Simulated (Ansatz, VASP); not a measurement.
**CdTe: VASP beside Ansatz**

Contents of INCAR:

```
SYSTEM = CdTe
ALGO = Normal
EDIFF = 1E-7
EDIFFG = -0.005
ENCUT = 600
GGA = PS
IBRION = 2
ISIF = 3
ISMEAR = 0
LASPH = .TRUE.
LCHARG = .FALSE.
LREAL = .FALSE.
LWAVE = .FALSE.
NELM = 60
NSW = 100
PREC = Accurate
SIGMA = 0.01
```

File KPOINTS:

```
k-points
0
G
  6 6 6
  0 0 0
```

The input POSCAR:

```
CdTe
1.0
    0.0000000000      3.2050000000      3.2050000000
    3.2050000000      0.0000000000      3.2050000000
    3.2050000000      3.2050000000      0.0000000000
Cd Te
1 1
Direct
    0.0000000000      0.0000000000      0.0000000000
    0.7500000000      0.7500000000      0.7500000000
```

Input for Ansatz:

```yaml
crystal:
  lattice:
    - [0.0, 3.205, 3.205]
    - [3.205, 0.0, 3.205]
    - [3.205, 3.205, 0.0]
  atoms:
    - { symbol: Cd, position: [0.0, 0.0, 0.0] }
    - { symbol: Te, position: [0.75, 0.75, 0.75] }
kpoints:
  mp_grid: { grid: [6, 6, 6] }
scf:
  occupations: { method: fixed }
hamiltonian:
  xc: pbesol
  pseudopotentials: { kind: paw }
relax:
  f_tol: 0.005
  max_steps: 80
  cell: {}
  max_displacement: 0.5
output:
  forces: true
  stress: true
```

Alike in both runs: task relaxation of cell and atoms; functional PBEsol; k mesh 6 × 6 × 6; no spin polarisation.

|  | VASP | Ansatz |
| --- | --- | --- |
| version | VASP 6.6.1 | Ansatz 0.2.0 |
| potentials or method | VASP PAW PBE potentials, release 64 (Cd, Te) | PAW with Ansatz's default frozen-core files, scalar-relativistic |
| plane-wave cutoff (eV) | 600 | 420 |
| occupations | gaussian, width 0.01 eV | fixed |
| valence electrons in the cell | 18 | 36 |

VASP gave:

| Property | Result |
| --- | --- |
| relaxed volume (Å³/atom) | 34.27 |
| relaxed cell length with the largest relative difference (Å) | 4.594 |

Problem. Estimate Ansatz's values.

Solution. Relaxed volume (Å³/atom): 34.17; relaxed cell length with the largest relative difference (Å): 4.589.

VASP's potentials were made for PBE, not for PBEsol. VASP's potentials hold 18 valence electrons a cell and Ansatz's 36, so a difference there can come from the potentials and not from the codes.

Neither program's run includes spin-orbit coupling.
